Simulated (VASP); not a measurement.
# MnO2 (R-3m) in VASP: a series of runs

Aim: see how the results for MnO2 move with the level of theory and the settings. Levels: PBEsol, LDA, PBEsol+D3(BJ). Tasks: single point.

Program: VASP 6.6.1. These are calculated values, not measurements. Logs are shortened: lines on timing, memory, paths and dates and some standing lists are left out, and cuts for length are marked.

### Step 1. The cell of the first run

Symmetry: R-3m, No. 166, trigonal system. Conventional cell: a = 2.857 Å, b = 2.857 Å, c = 13.752 Å, α = 90.00°, β = 90.00°, γ = 120.00°. Mn (site symmetry -3m) has 6 O at 1.90 Å within 2.5 Å. O (site symmetry 3m) has 3 Mn at 1.90 Å and 3 O at 2.51 Å within 2.6 Å.

### Step 2. Single point, PBEsol

INCAR reads:

```
SYSTEM = MnO2
PREC     = Accurate       ! precision mode
ENCUT    = 700            ! plane-wave cutoff, eV
EDIFF    = 1E-6           ! SCF threshold, eV
ISMEAR   = -1             ! smearing method
SIGMA    = 0.05           ! smearing width, eV
LREAL    = .False.        ! projectors in reciprocal space
LASPH    = .True.         ! aspherical terms in the spheres
NELM     = 120            ! most SCF steps
ALGO     = Normal         ! electronic algorithm
ISIF     = 2              ! what is computed and relaxed
LWAVE    = .False.        ! write WAVECAR
LCHARG   = .True.         ! write CHGCAR
GGA      = PS             ! functional
LELF     = .True.         ! ELF
LVHAR    = .True.       
NBANDS   = 20             ! bands
GGA_COMPAT= .False.
```

KPOINTS reads:

```
regular mesh
0
Gamma
  11 11 11
  0 0 0
```

POSCAR reads:

```
MnO2
1.0
    1.4284348394      0.8247072390      4.5839315268
   -1.4284348394      0.8247072390      4.5839315268
    0.0000000000     -1.6494144781      4.5839315268
Mn O
1 2
Direct
    0.0000000000      0.0000000000      0.0000000000
    0.7356355100      0.7356355100      0.7356355100
    0.2643644900      0.2643644900      0.2643644900
```

Potentials or basis: VASP PAW PBE potentials, release 64 (Mn_sv, O).

Launch:

```
cat potpaw_PBE.64/Mn_sv/POTCAR potpaw_PBE.64/O/POTCAR > POTCAR
mpirun -np 1 vasp_std > vasp.out
```

OUTCAR:

```text
SYSTEM = MnO2
   PREC = Accurate
   ENCUT = 700
   EDIFF = 1E-6
   ISMEAR = -1
   LREAL = .False.
   LASPH = .True.
   NELM = 120
   ISIF = 2
   GGA = PS

 ion  position               nearest neighbor table
   1  0.000  0.000  0.000-   2 1.90   3 1.90   2 1.90   2 1.90   3 1.90   3 1.90
   2  0.736  0.736  0.736-   1 1.90   1 1.90   1 1.90
   3  0.264  0.264  0.264-   1 1.90   1 1.90   1 1.90

  LATTYP: Found a trigonal (rhomboedric) cell.
 ALAT       =     4.8716523237
 COS(alpha) =     0.8280515398

  Lattice vectors:

 A1 = (   1.4284348394,   0.8247072390,   4.5839315268)
 A2 = (  -1.4284348394,   0.8247072390,   4.5839315268)
 A3 = (   0.0000000000,  -1.6494144781,   4.5839315268)

Analysis of symmetry for initial positions (statically):
=====================================================================
 Subroutine PRICEL returns:
 Original cell was already a primitive cell.

 Routine SETGRP: Setting up the symmetry group for a
 trigonal (rhombohedral) supercell.

 Subroutine GETGRP returns: Found 12 space group operations
 (whereof 12 operations were pure point group operations)
 out of a pool of 12 trial point group operations.

The static configuration has the point symmetry D_3d.

Analysis of symmetry for dynamics (positions and initial velocities):
=====================================================================
 Subroutine PRICEL returns:
 Original cell was already a primitive cell.

 Routine SETGRP: Setting up the symmetry group for a
 trigonal (rhombohedral) supercell.

 Subroutine GETGRP returns: Found 12 space group operations
 (whereof 12 operations were pure point group operations)
 out of a pool of 12 trial point group operations.

The dynamic configuration has the point symmetry D_3d.

 Subroutine INISYM returns: Found 12 space group operations
 (whereof 12 operations are pure point group operations),
 and found     1 'primitive' translations

----------------------------------------------------------------------------------------

                                     Primitive cell

  volume of cell :      32.4003

  direct lattice vectors                    reciprocal lattice vectors
     1.428434839  0.824707239  4.583931527     0.350033468  0.202091917  0.072717782
    -1.428434839  0.824707239  4.583931527    -0.350033468  0.202091917  0.072717782
     0.000000000 -1.649414478  4.583931527     0.000000000 -0.404183833  0.072717782

  length of vectors
[... 82 lines left out ...]
   ENCUT  =  700.0 eV  51.45 Ry    7.17 a.u.  10.51 10.51 10.51*2*pi/ulx,y,z
   NELM   =    120;   NELMIN=  2; NELMDL= -5     # of ELM steps
   EDIFF  = 0.1E-05   stopping-criterion for ELM
   LREAL  =      F    real-space projection
   EDIFFG = 0.1E-04   stopping-criterion for IOM
   NSW    =      0    number of steps for IOM
   IBRION =     -1    ionic relax: 0-MD 1-quasi-New 2-CG
   NFREE  =      0    steps in history (QN), initial steepest desc. (CG)
   ISIF   =      2    stress and relaxation
   ISYM   =      2    0-nonsym 1-usesym 2-fastsym
   POTIM  = 0.5000    time-step for ionic-motion
   TEBEG  =    0.0;   TEEND  =   0.0 temperature during run
   PSTRESS=    0.0 pullay stress
   NELECT =      27.0000    total number of electrons
   NUPDOWN=      -1.0000    fix difference up-down
   EMIN   =  10.00;   EMAX   =-10.00  energy-range for DOS
   EFERMI =   0.00;   METHOD = LEGACY
   ISMEAR =    -1;   SIGMA  =   0.05  broadening in eV -4-tet -1-fermi 0-gaus
   EFERMI_NEDOS =   21; number of points for ismear=-14 and -15
   IALGO  =     38    algorithm
   IMIX   =      4    mixing-type and parameters
     AMIX     =   0.40;   BMIX     =  1.00
     AMIX_MAG =   1.60;   BMIX_MAG =  1.00
  volume/ion in A,a.u.               =      10.80        72.88
  Fermi-wavevector in a.u.,A,eV,Ry     =   1.540563  2.911243 32.291187  2.373335
  Thomas-Fermi vector in A             =   2.646633
   LORBIT       =      0    0 simple, 1 ext, 2 COOP (PROOUT), +10 PAW based schemes
   GGA     = PS    functional components
   LHFCALC =     F    Hartree Fock is set to
   AEXX    =    0.0000 exact exchange contribution
   IVDW    =     0    specifies the selected vdW correction
   LEPSILON=     F    determine dielectric tensor
   LRPA    =     F    only Hartree local field effects (RPA)
 non-spin polarized calculation
  energy-cutoff  :      700.00
  volume of cell :       32.40
 maximum number of plane-waves:      1377
 NGX is ok and might be reduce to    42
   NGX = 21   NGY = 21   NGZ = 21

 number of electron      27.0000001 magnetization

 Free energy of the ion-electron system (eV)
  ---------------------------------------------------
  ext. energy  EPLUGINS =         0.00000000
  ---------------------------------------------------
  free energy    TOTEN  =       -24.18147870 eV

  energy without entropy =      -24.13959224  energy(sigma->0) =      -24.16053547

 E-fermi :   4.5999     XC(G=0): -11.1475

 val. band max:        4.5986656590   @ k =  -0.4545   0.3636   0.0000
 cond. band min:       4.6036226365   @ k =  -0.2727  -0.4545   0.1818
 fundamental gap:      0.0049569775
 Fermi energy:         4.5998907533

 k-point     1 :       0.0000    0.0000    0.0000
  band No.  band energies     occupation
      1     -75.1719      2.00000
      2     -44.0309      2.00000
      3     -44.0309      2.00000
      4     -43.8644      2.00000
      5     -15.3329      2.00000
      6     -13.0296      2.00000
[... 541 lines left out ...]
     19      17.9365      0.00000
     20      19.5108      0.00000

 [... further k-points ...]

------------------------ aborting loop because EDIFF is reached ----------------------------------------

  FORCE on cell =-STRESS in cart. coord.  units (eV):
  Direction    XX          YY          ZZ          XY          YZ          ZX
  --------------------------------------------------------------------------------------
  -------------------------------------------------------------------------------------
  Total       -3.2614720     -3.2614720     -0.9934369      0.0000000      0.0000000      0.0000000
  in kB     -161.2778112   -161.2778112    -49.1248534      0.0000000      0.0000000      0.0000000
  external PRESSURE =    -123.8934920 kB  Pullay stress =       0.0000000 kB

 VOLUME and BASIS-vectors are now :
 -----------------------------------------------------------------------------
  energy-cutoff  :      700.00
  volume of cell :       32.40
      direct lattice vectors                 reciprocal lattice vectors
     1.428434839  0.824707239  4.583931527     0.350033468  0.202091917  0.072717782
    -1.428434839  0.824707239  4.583931527    -0.350033468  0.202091917  0.072717782
     0.000000000 -1.649414478  4.583931527     0.000000000 -0.404183833  0.072717782

 POSITION                                       TOTAL-FORCE (eV/Angst)
 -----------------------------------------------------------------------------------
      0.00000      0.00000      0.00000         0.000000      0.000000      0.000000
      0.00000     -0.00000     10.11631         0.000000      0.000000     -0.561212
      0.00000     -0.00000      3.63549         0.000000     -0.000000      0.561212
 -----------------------------------------------------------------------------------
    total drift:                               -0.000000     -0.000000      0.000000

  FREE ENERGIE OF THE ION-ELECTRON SYSTEM (eV)
  ---------------------------------------------------
  free  energy   TOTEN  =       -24.1814787039 eV

  energy  without entropy=      -24.1395922401  energy(sigma->0) =      -24.16053547
```

OSZICAR:

```text
N       E                     dE             d eps       ncg     rms          rms(c)
DAV:   1     0.409337436332E+03    0.40934E+03   -0.17419E+04  6108   0.198E+03
DAV:   2     0.494462455491E+01   -0.40439E+03   -0.39009E+03  5892   0.600E+02
DAV:   3    -0.292930743052E+02   -0.34238E+02   -0.33145E+02  7208   0.189E+02
DAV:   4    -0.318988015241E+02   -0.26057E+01   -0.25871E+01 10564   0.469E+01
DAV:   5    -0.319545654368E+02   -0.55764E-01   -0.55673E-01  7516   0.629E+00    0.271E+01
DAV:   6    -0.384647685494E+02   -0.65102E+01   -0.18677E+02  8584   0.153E+02    0.703E+01
DAV:   7    -0.242914963833E+02    0.14173E+02   -0.11002E+02  8536   0.131E+02    0.457E+00
DAV:   8    -0.241927526811E+02    0.98744E-01   -0.22157E+00  8876   0.179E+01    0.196E+00
DAV:   9    -0.241819252377E+02    0.10827E-01   -0.13147E-01  9516   0.476E+00    0.967E-01
DAV:  10    -0.241826748021E+02   -0.74956E-03   -0.31207E-02 10364   0.203E+00    0.540E-01
DAV:  11    -0.241814039516E+02    0.12709E-02   -0.10595E-02  8912   0.166E+00    0.192E-01
DAV:  12    -0.241816474152E+02   -0.24346E-03   -0.12109E-03  9524   0.462E-01    0.161E-01
DAV:  13    -0.241814775019E+02    0.16991E-03   -0.10751E-03  9156   0.408E-01    0.805E-02
DAV:  14    -0.241814793347E+02   -0.18327E-05   -0.45547E-05  9312   0.943E-02    0.407E-02
DAV:  15    -0.241814787039E+02    0.63080E-06   -0.44742E-06  6440   0.348E-02
   1 F= -.24181479E+02 E0= -.24160535E+02  d E =-.418865E-01
```

Run time: 4.1 min. Hardware: 1 thread of Intel Xeon Platinum 8488C (Sapphire Rapids), shared host; peak memory 0.34 GiB.

Results:

| Item | Value |
| --- | --- |
| Free energy | -24.1815 eV |
| Pressure | -12.4 GPa |
| Largest force | 0.561 eV/Å |
| Band gap on the k mesh | zero (an odd number of electrons rules out a gap without spin polarisation) |

Forces on the atoms (eV/Å):
```
Mn   0.000  0.000  0.000
O    0.000  0.000 -0.561
O    0.000  0.000  0.561
```

Caveat: the stress differs along the axes, from -16 to -5 GPa; the PAW data sets were made with another functional, which shifts forces and pressure a little; an odd number of electrons without spin polarisation forces a metal; a magnetic or distorted state may lie lower; the run has no spin polarisation, though such a crystal can be magnetic; semilocal functionals often make such compounds metallic where correlation or magnetic order opens a gap, which also shifts bond lengths.

(Part 1 of 2 ends here.)
